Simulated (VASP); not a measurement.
Set up this calculation in VASP 6.6.1, as the native input.

```
Task                   : single point
Functional             : SVWN5
Potentials or basis    : VASP PAW PBE potentials, release 64 (P)
Cutoff                 : 500 eV
k mesh                 : 8 × 8 × 6
Occupations            : fermi-dirac, width 0.05 eV
Spin                   : no spin polarisation
Dipole correction      : no
Further INCAR settings : ALGO = Normal; EDIFF = 1e-06; NBANDS = 18
```

The structure of P lies in POSCAR:

```
P
1.0
    1.6586556482     -5.5012310827      0.0000000000
    1.6586556482      5.5012310827      0.0000000000
    0.0000000000      0.0000000000      4.5737267689
P
4
Direct
    0.9041431300      0.0958568700      0.5888151700
    0.0958568700      0.9041431300      0.4111848300
    0.5958568700      0.4041431300      0.0888151700
    0.4041431300      0.5958568700      0.9111848300
```

These files were run (other wordings do the same):

INCAR

```
SYSTEM = P
  ALGO = Normal
  EDIFF = 1E-6
  ENCUT = 500
  GGA = VW
  GGA_COMPAT = .FALSE.
  ISIF = 2
  ISMEAR = -1
  LASPH = .TRUE.
  LCHARG = .FALSE.
  LREAL = .FALSE.
  LWAVE = .FALSE.
  NBANDS = 18
  NELM = 120
  PREC = Accurate
  SIGMA = 0.05
```

KPOINTS

```
k-points
0
G
  8 8 6
  0 0 0
```

Potentials or basis: VASP PAW PBE potentials, release 64 (P).

Launch:

```console
$ cat potpaw_PBE.64/P/POTCAR > POTCAR
$ mpirun -np 1 vasp_std > vasp.out
```

Results of the run:

```
Pressure               : -3.2 GPa
Largest force          : 0.108 eV/Å
Band gap on the k mesh : 0.02 eV
```

Caveat: the cell stands under tension; the PAW data sets were made with another functional, which shifts forces and pressure a little.

It took 88 s on 1 thread of Oxide Virtual Turin-like Processor (shared host), peak memory 0.2 GiB.
